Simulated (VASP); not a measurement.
Input of a VASP 6.6.1 run:

The input INCAR:

```
  ALGO = Normal
  EDIFF = 1E-6
  ENCUT = 520
  GGA = PS
  ISIF = 2
  ISMEAR = -1
  LASPH = T
  LCHARG = F
  LREAL = F
  LWAVE = F
  NBANDS = 24
  NELM = 100
  PREC = Accurate
  SIGMA = 0.05
```

The input KPOINTS:

```
k-points
0
Gamma
  8 8 6
```

The input POSCAR:

```
HfMoC2
1.0
    3.1914230000      0.0000000000      0.0000000000
    0.0000000000      3.1914230000      0.0000000000
    0.0000000000      0.0000000000      4.3057574400
Hf Mo C
1 1 2
Direct
    0.0000000000      0.0000000000      0.0000000000
    0.5000000000      0.5000000000      0.5000000000
    0.5000000000      0.5000000000      0.0000000000
    0.0000000000      0.0000000000      0.5000000000
```

Potentials or basis: VASP PAW PBE potentials, release 64 (Hf_pv, Mo_sv, C).

Command:

```sh
$ cat potpaw_PBE.64/Hf_pv/POTCAR potpaw_PBE.64/Mo_sv/POTCAR potpaw_PBE.64/C/POTCAR > POTCAR
$ mpirun -np 1 vasp_std > vasp.out
```

Problem. Predict the pressure.

Solution. 3.9 GPa.

Problem. Estimate the band gap on the k mesh.

Solution. Zero (bands 16 and 17 overlap by 2.91 eV).

Stress tensor (GPa, compression positive):
```
-3.34  0.00  0.00
 0.00 -3.34  0.00
 0.00  0.00 18.40
```

Caveat: the cell stands under pressure; the PAW data sets were made with another functional, which shifts forces and pressure a little; spin-orbit coupling is left out, which moves the levels of the heavy elements.
